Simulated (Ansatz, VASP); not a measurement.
# One calculation of C, two programs

INCAR

```
  PREC = Accurate
  ENCUT = 1000
  EDIFF = 1E-8
  ISMEAR = -1
  SIGMA = 0.03
  LREAL = False
  LASPH = True
  NELM = 120
  ALGO = Normal
  ISIF = 2
  LWAVE = False
  LCHARG = False
  GGA = PS
  LEFG = True
  NBANDS = 11
  GGA_COMPAT = False
```

File KPOINTS:

```
regular mesh
0
Gamma
  14 14 14
```

POSCAR

```
C
1.0
    0.0000000000      1.7803725545      1.7803725545
    1.7803725545      0.0000000000      1.7803725545
    1.7803725545      1.7803725545      0.0000000000
C
2
Direct
    0.0000000000      0.0000000000      0.0000000000
    0.2500000000      0.2500000000      0.2500000000
```

Input for Ansatz:

```yaml
crystal:
  lattice:
    - [0.0, 1.7803725545, 1.7803725545]
    - [1.7803725545, 0.0, 1.7803725545]
    - [1.7803725545, 1.7803725545, 0.0]
  atoms:
    - { symbol: C, position: [0.0, 0.0, 0.0] }
    - { symbol: C, position: [0.25, 0.25, 0.25] }
kpoints:
  mp_grid: { grid: [14, 14, 14] }
  band_path:
    path:
      - [0.0, 0.0, 0.0]
      - [0.5, 0.0, 0.5]
      - [0.625, 0.25, 0.625]
      - [0.375, 0.375, 0.75]
      - [0.0, 0.0, 0.0]
      - [0.5, 0.5, 0.5]
      - [0.5, 0.25, 0.75]
      - [0.5, 0.0, 0.5]
    npoints: 5
scf:
  occupations: { method: fermi_dirac, width: 0.03 }
hamiltonian:
  xc: pbesol
  pseudopotentials: { kind: paw }
output:
  forces: true
  stress: true
  eigenvalues: true
  efg: { contact_densities: true }
```

Alike in both runs: task electric field gradients; functional PBEsol; k mesh 14 × 14 × 14; occupations fermi-dirac, width 0.03 eV; no spin polarisation.

|  | VASP | Ansatz |
| --- | --- | --- |
| version | VASP 6.6.1 | Ansatz 0.2.0 |
| potentials or method | VASP PAW PBE potentials, release 64 (C_h) | PAW with Ansatz's default frozen-core files, scalar-relativistic |
| plane-wave cutoff (eV) | 1000 | 420 |
| valence electrons in the cell | 8 | 8 |

```csv
,VASP,Ansatz,Ansatz less VASP
gap on the k mesh at the Fermi level (eV),4.02,4.02,+0.001
```

VASP's potentials were made for PBE, not for PBEsol.
